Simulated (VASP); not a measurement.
# Na2S (Fm-3m) in VASP: a series of runs, part 2 of 2

VASP 6.6.1.

## (3) Single point, PBE

This run uses another cell than the first one, of 23.61 Å³/atom, 1.064 times its volume.

The input, INCAR:

```
  PREC = Accurate
  ENCUT = 500
  EDIFF = 1E-6
  ISMEAR = 0
  SIGMA = 0.01
  LREAL = False
  LASPH = True
  NELM = 120
  ALGO = Normal
  ISIF = 2
  LWAVE = False
  LCHARG = False
  GGA = PE
  NBANDS = 17
  GGA_COMPAT = False
```

The input, KPOINTS:

```
regular mesh
0
Gamma
  6 6 6
```

The input, POSCAR:

```
Na2S
1.0
    0.0000000000      3.2840056465      3.2840056465
    3.2840056465      0.0000000000      3.2840056465
    3.2840056465      3.2840056465      0.0000000000
Na S
2 1
Direct
    0.2500000000      0.2500000000      0.2500000000
    0.7500000000      0.7500000000      0.7500000000
    0.0000000000      0.0000000000      0.0000000000
```

Potentials or basis: VASP PAW PBE potentials, release 64 (Na_pv, S).

The run is started by

```console
> cat potpaw_PBE.64/Na_pv/POTCAR potpaw_PBE.64/S/POTCAR > POTCAR
> mpirun -np 1 vasp_std > vasp.out
```

OUTCAR:

```text
PREC = Accurate
   ENCUT = 500
   EDIFF = 1E-6
   ISMEAR = 0
   LREAL = False
   LASPH = True
   NELM = 120
   ISIF = 2
   GGA = PE

 ion  position               nearest neighbor table
   1  0.250  0.250  0.250-
   2  0.750  0.750  0.750-
   3  0.000  0.000  0.000-

  LATTYP: Found a face centered cubic cell.
 ALAT       =     6.5680112930

  Lattice vectors:

 A1 = (   0.0000000000,   3.2840056465,   3.2840056465)
 A2 = (   3.2840056465,   0.0000000000,   3.2840056465)
 A3 = (   3.2840056465,   3.2840056465,   0.0000000000)

Analysis of symmetry for initial positions (statically):
=====================================================================
 Subroutine PRICEL returns:
 Original cell was already a primitive cell.

 Routine SETGRP: Setting up the symmetry group for a
 face centered cubic supercell.

 Subroutine GETGRP returns: Found 48 space group operations
[... 9 lines left out ...]

 Routine SETGRP: Setting up the symmetry group for a
 face centered cubic supercell.

 Subroutine GETGRP returns: Found 48 space group operations
[... 11 lines left out ...]
                                     Primitive cell

  volume of cell :      70.8340

  direct lattice vectors                    reciprocal lattice vectors
     0.000000000  3.284005646  3.284005646    -0.152253088  0.152253088  0.152253088
     3.284005646  0.000000000  3.284005646     0.152253088 -0.152253088  0.152253088
     3.284005646  3.284005646  0.000000000     0.152253088  0.152253088 -0.152253088

  length of vectors
     4.644285324  4.644285324  4.644285324     0.263710084  0.263710084  0.263710084

  position of ions in fractional coordinates (direct lattice)
     0.250000000  0.250000000  0.250000000
     0.750000000  0.750000000  0.750000000
     0.000000000  0.000000000  0.000000000

  ion indices of the primitive-cell ions
   primitive index   ion index
                 1           1
                 2           2
                 3           3

----------------------------------------------------------------------------------------

 KPOINTS: regular mesh

Automatic generation of k-mesh.
 Grid dimensions read from file:
 generate k-points for:    6    6    6

 Generating k-lattice:

  Cartesian coordinates                     Fractional coordinates (reciprocal lattice)
    -0.025375515  0.025375515  0.025375515     0.166666667  0.000000000  0.000000000
     0.025375515 -0.025375515  0.025375515     0.000000000  0.166666667  0.000000000
     0.025375515  0.025375515 -0.025375515     0.000000000  0.000000000  0.166666667

  Length of vectors
     0.043951681  0.043951681  0.043951681

  Shift w.r.t. Gamma in fractional coordinates (k-lattice)
     0.000000000  0.000000000  0.000000000

 Subroutine IBZKPT returns following result:
 ===========================================

 Found     16 irreducible k-points:

 Following reciprocal coordinates:
            Coordinates               Weight
  0.000000  0.000000  0.000000      1.000000
  0.166667  0.000000  0.000000      8.000000
  0.333333  0.000000  0.000000      8.000000
  0.500000  0.000000  0.000000      4.000000
  0.166667  0.166667  0.000000      6.000000
  0.333333  0.166667  0.000000     24.000000
[... 8 lines left out ...]
 -0.333333  0.333333  0.166667     24.000000
 -0.333333  0.500000  0.166667     12.000000
   k-points           NKPTS =     16   k-points in BZ     NKDIM =     16   number of bands    NBANDS=     17
   number of dos      NEDOS =    301   number of ions     NIONS =      3
   total plane-waves  NPLWV =  46656
   dimension x,y,z NGX =    36 NGY =   36 NGZ =   36
   dimension x,y,z NGXF=    72 NGYF=   72 NGZF=   72
   ions per type =               2   1
   NGX,Y,Z   is equivalent  to a cutoff of  12.89, 12.89, 12.89 a.u.
   NGXF,Y,Z  is equivalent  to a cutoff of  25.77, 25.77, 25.77 a.u.
 SYSTEM =  unknown system
   PREC   = accura    normal or accurate (medium, high low for compatibility)
   ISTART =      0    job   : 0-new  1-cont  2-samecut
   ICHARG =      2    charge: 1-file 2-atom 10-const
   ISPIN  =      1    spin polarized calculation?
   LNONCOLLINEAR =      F non collinear calculations
   LSORBIT =      F    spin-orbit coupling
   LASPH  =      T    aspherical Exc in radial PAW
   ENCUT  =  500.0 eV  36.75 Ry    6.06 a.u.   8.47  8.47  8.47*2*pi/ulx,y,z
   NELM   =    120;   NELMIN=  2; NELMDL= -5     # of ELM steps
   EDIFF  = 0.1E-05   stopping-criterion for ELM
   LREAL  =      F    real-space projection
   EDIFFG = 0.1E-04   stopping-criterion for IOM
   NSW    =      0    number of steps for IOM
   IBRION =     -1    ionic relax: 0-MD 1-quasi-New 2-CG
   NFREE  =      0    steps in history (QN), initial steepest desc. (CG)
   ISIF   =      2    stress and relaxation
   ISYM   =      2    0-nonsym 1-usesym 2-fastsym
   POTIM  = 0.5000    time-step for ionic-motion
   TEBEG  =    0.0;   TEEND  =   0.0 temperature during run
   PSTRESS=    0.0 pullay stress
   NELECT =      20.0000    total number of electrons
   NUPDOWN=      -1.0000    fix difference up-down
   EMIN   =  10.00;   EMAX   =-10.00  energy-range for DOS
   EFERMI =   0.00;   METHOD = LEGACY
   ISMEAR =     0;   SIGMA  =   0.01  broadening in eV -4-tet -1-fermi 0-gaus
   EFERMI_NEDOS =   21; number of points for ismear=-14 and -15
   IALGO  =     38    algorithm
   IMIX   =      4    mixing-type and parameters
     AMIX     =   0.40;   BMIX     =  1.00
     AMIX_MAG =   1.60;   BMIX_MAG =  1.00
  volume/ion in A,a.u.               =      23.61       159.34
  Fermi-wavevector in a.u.,A,eV,Ry     =   1.074000  2.029566 15.693993  1.153476
  Thomas-Fermi vector in A             =   2.209816
   LORBIT       =      0    0 simple, 1 ext, 2 COOP (PROOUT), +10 PAW based schemes
   GGA     = PE    functional components
   LHFCALC =     F    Hartree Fock is set to
   AEXX    =    0.0000 exact exchange contribution
   IVDW    =     0    specifies the selected vdW correction
   LEPSILON=     F    determine dielectric tensor
   LRPA    =     F    only Hartree local field effects (RPA)
 non-spin polarized calculation
 Gauss-broadening in eV      SIGMA  =   0.01
  energy-cutoff  :      500.00
  volume of cell :       70.83
 maximum number of plane-waves:      1820
 NGX is ok and might be reduce to    36
   NGX = 17   NGY = 17   NGZ = 17

 number of electron      19.9999995 magnetization

 Free energy of the ion-electron system (eV)
  ---------------------------------------------------
  ext. energy  EPLUGINS =         0.00000000
  ---------------------------------------------------
  free energy    TOTEN  =        -9.97604868 eV

  energy without entropy =       -9.97604868  energy(sigma->0) =       -9.97604868

 E-fermi :   0.2300     XC(G=0):  -7.7764

 val. band max:        0.1365225046   @ k =   0.0000   0.0000   0.0000
 cond. band min:       2.5814709206   @ k =   0.0000   0.0000   0.0000
 fundamental gap:      2.4449484160
 Fermi energy:         0.2299824672

 k-point     1 :       0.0000    0.0000    0.0000
  band No.  band energies     occupation
      1     -22.1320      2.00000
      2     -22.1320      2.00000
      3     -22.1320      2.00000
      4     -22.0805      2.00000
      5     -22.0805      2.00000
      6     -22.0805      2.00000
[... 9 lines left out ...]
     16       9.4634      0.00000
     17      11.2875      0.00000

 k-point     2 :       0.1667    0.0000    0.0000
  band No.  band energies     occupation
      1     -22.1297      2.00000
      2     -22.1288      2.00000
      3     -22.1288      2.00000
      4     -22.0856      2.00000
      5     -22.0842      2.00000
      6     -22.0842      2.00000
[... 9 lines left out ...]
     16       9.0061      0.00000
     17      10.6476      0.00000

 k-point     3 :       0.3333    0.0000    0.0000
  band No.  band energies     occupation
      1     -22.1231      2.00000
      2     -22.1198      2.00000
      3     -22.1198      2.00000
      4     -22.0980      2.00000
      5     -22.0940      2.00000
      6     -22.0940      2.00000
[... 232 lines left out ...]
 k-point    15 :      -0.3333    0.3333    0.1667
  band No.  band energies     occupation
      1     -22.1462      2.00000
      2     -22.1418      2.00000
      3     -22.1083      2.00000
      4     -22.1082      2.00000
      5     -22.0758      2.00000
      6     -22.0751      2.00000
[... 9 lines left out ...]
     16      10.6589      0.00000
     17      12.0890      0.00000

 k-point    16 :      -0.3333    0.5000    0.1667
  band No.  band energies     occupation
      1     -22.1536      2.00000
      2     -22.1455      2.00000
      3     -22.1254      2.00000
      4     -22.0909      2.00000
      5     -22.0721      2.00000
      6     -22.0689      2.00000
[... 9 lines left out ...]
     16      11.2291      0.00000
     17      11.9870      0.00000

------------------------ aborting loop because EDIFF is reached ----------------------------------------

  FORCE on cell =-STRESS in cart. coord.  units (eV):
  Direction    XX          YY          ZZ          XY          YZ          ZX
  --------------------------------------------------------------------------------------
  -------------------------------------------------------------------------------------
  Total        0.0005368      0.0005368      0.0005368      0.0000000     -0.0000000      0.0000000
  in kB        0.0121412      0.0121412      0.0121412      0.0000000     -0.0000000      0.0000000
  external PRESSURE =       0.0121412 kB  Pullay stress =       0.0000000 kB

 VOLUME and BASIS-vectors are now :
 -----------------------------------------------------------------------------
  energy-cutoff  :      500.00
  volume of cell :       70.83
      direct lattice vectors                 reciprocal lattice vectors
     0.000000000  3.284005646  3.284005646    -0.152253088  0.152253088  0.152253088
     3.284005646  0.000000000  3.284005646     0.152253088 -0.152253088  0.152253088
     3.284005646  3.284005646  0.000000000     0.152253088  0.152253088 -0.152253088

 POSITION                                       TOTAL-FORCE (eV/Angst)
 -----------------------------------------------------------------------------------
      1.64200      1.64200      1.64200         0.000000      0.000000      0.000000
      4.92601      4.92601      4.92601        -0.000000     -0.000000     -0.000000
      0.00000      0.00000      0.00000         0.000000      0.000000     -0.000000
 -----------------------------------------------------------------------------------
    total drift:                                0.000000      0.000000      0.000000

  FREE ENERGIE OF THE ION-ELECTRON SYSTEM (eV)
  ---------------------------------------------------
  free  energy   TOTEN  =        -9.9760486786 eV

  energy  without entropy=       -9.9760486786  energy(sigma->0) =       -9.97604868
```

Wall time 22 s (1 thread of Intel Xeon Platinum 8259CL at 2.50GHz (Skylake/Cascade Lake), shared host); peak memory 0.19 GiB.

What came out:

- Free energy: -9.9760 eV
- Pressure: 0.0 GPa
- Band gap on the k mesh: 2.44 eV, direct

PBE gaps usually lie below the measured ones, often by a third to a half.
